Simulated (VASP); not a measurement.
Wanted: the native input for a VASP 6.6.1 run.

```yaml
Task: single point
Functional: PBE
Potentials_or_basis: VASP PAW PBE potentials, release 64 (Rb_sv, Si)
Cutoff: 500 eV
k_mesh: 6 × 6 × 8
Occupations: gaussian, width 0.1 eV
Spin: no spin polarisation
Dipole_correction: no
Further_INCAR_settings: ALGO = Normal; EDIFF = 1e-06; NBANDS = 31
```

The structure of Rb2Si lies in POSCAR:

```
Rb2Si
1.0
    9.2394595234      0.0000000000      0.0000000000
    0.0000000000      9.2394595234      0.0000000000
    0.0000000000      0.0000000000      3.7632984023
Rb Si
4 2
Direct
    0.2303724299      0.2303724299      0.9434266266
    0.7696275701      0.7696275701      0.9434266266
    0.7303724299      0.2696275701      0.4434266266
    0.2696275701      0.7303724299      0.4434266266
    0.0000000000      0.0000000000      0.4434698280
    0.5000000000      0.5000000000      0.9434698280
```

The cell was generated, and may not be a known phase.

The input as run:

INCAR

```
PREC = Accurate
ENCUT = 500
EDIFF = 1E-6
ISMEAR = 0
SIGMA = 0.1
LREAL = F
LASPH = T
NELM = 120
ALGO = Normal
ISIF = 2
LWAVE = F
LCHARG = F
GGA = PE
NBANDS = 31
GGA_COMPAT = F
```

KPOINTS

```
regular mesh
0
Gamma
  6 6 8
```

Potentials or basis: VASP PAW PBE potentials, release 64 (Rb_sv, Si).

Command:

```bash
$ cat potpaw_PBE.64/Rb_sv/POTCAR potpaw_PBE.64/Si/POTCAR > POTCAR
$ mpirun -np 1 vasp_std > vasp.out
```

It gave:

The pressure is 0.0 GPa and the band gap on the k mesh is zero (bands 22 and 23 overlap by 0.29 eV).

Run time: 16 min on 1 thread of AMD EPYC 9755 128-Core Processor (shared host), peak memory 0.53 GiB.
